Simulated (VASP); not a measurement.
**Rb8Mg4H15 (a cell with a defect): single point with PBEsol**

System: Rb8Mg4H15 (a cell with a defect).

```
Rb Mg H
1.0
     8.26712    0.00000    0.00000
     0.00000    6.39784    0.00000
     0.00000    0.00000   11.23693
Rb Mg H
8 4 15
Direct
  0.20000 0.22875 0.57524
  0.67188 0.32438 0.95485
  0.83959 0.77040 0.45989
  0.27321 0.67687 0.01647
  0.47302 0.21370 0.25547
  0.95980 0.29804 0.18352
  0.52887 0.77142 0.74639
  0.00976 0.74328 0.80703
  0.22652 0.19200 0.87412
  0.74680 0.28288 0.58148
  0.74788 0.71851 0.12718
  0.24589 0.72142 0.37373
  0.26867 0.44399 0.80538
  0.77420 0.97391 0.67505
  0.14129 0.45304 0.37913
  0.71927 0.45429 0.16137
  0.04641 0.93847 0.36587
  0.25764 0.99315 0.75971
  0.92275 0.46467 0.60508
  0.12483 0.02021 0.93058
  0.63572 0.44529 0.71212
  0.86030 0.57498 0.00201
  0.34133 0.72278 0.22886
  0.62647 0.32730 0.44687
  0.35902 0.16291 0.99364
  0.33230 0.77800 0.53807
  0.60565 0.73397 0.98909
```

| Quantity | Value |
| --- | --- |
| Program | VASP 6.6.1 |
| Task | single point |
| Functional | PBEsol |
| Potentials or basis | VASP PAW PBE potentials, release 64 (Rb_sv, Mg, H) |
| Cutoff | 520 eV |
| k mesh | 1 × 2 × 1 |
| Occupations | fermi-dirac, width 0.05 eV |
| Spin | no spin polarisation |
| Dipole correction | no |
| Charge | -1 |
| Further INCAR settings | LREAL = Auto; ALGO = Normal; EDIFF = 1e-06; NBANDS = 66; NELECT = 96.0 |

```yaml
Largest_force: 3.365 eV/Å
```

Forces in eV/Å, atoms in the order of the input:
```
Rb   0.196  0.006 -0.331
Rb  -0.512 -1.017 -0.851
Rb  -0.816 -0.561  0.045
Rb   0.116  0.455  0.215
Rb  -0.153 -0.041 -0.242
Rb   1.123 -0.882  0.413
Rb  -0.477  0.528  0.109
Rb  -0.659 -0.255 -0.554
Mg   1.626  1.380 -1.211
Mg  -0.355  0.323  1.475
Mg  -0.103  1.205 -0.450
Mg  -0.742  0.214  0.419
H   -0.313  0.175 -0.001
H    0.241  0.970 -0.707
H    0.186  0.329 -0.097
H   -1.170 -0.286  0.479
H    1.515  0.107 -0.134
H    0.290 -0.022 -0.260
H    0.078 -0.434 -0.114
H   -2.516 -1.548  1.612
H    0.328 -1.111 -0.511
H    1.286  0.265  0.099
H    0.316  0.103  0.356
H    0.260 -0.213  0.220
H    0.744  0.310  0.712
H   -0.133 -0.058 -0.714
H   -0.357  0.059  0.024
```

Levels at points of the mesh, in eV from the Fermi level:
```csv
k point,band 45,band 46,band 47,band 48,band 49,band 50,band 51,band 52
"(0.00, 0.00, 0.00)",-2.99,-2.64,-2.44,-0.24,0.25,0.50,0.83,0.98
"(0.00, 0.50, 0.00)",-2.92,-2.70,-2.45,-0.45,0.34,0.55,0.66,0.97
```

Run time: 3.4 min on 1 thread of Intel(R) Xeon(R) Platinum 8259CL CPU @ 2.50GHz (Skylake/Cascade Lake), with other jobs on the host, peak memory 0.55 GiB.

Caveat: the k points lie up to 0.76 Å⁻¹ apart; the cell carries a net charge on a neutralising background, which shifts energy and pressure; the cell is charged against a uniform background, so pressure and absolute levels hang on convention; the atoms stand as in a frame of molecular dynamics; the PAW data sets were made with another functional, which shifts forces and pressure a little.
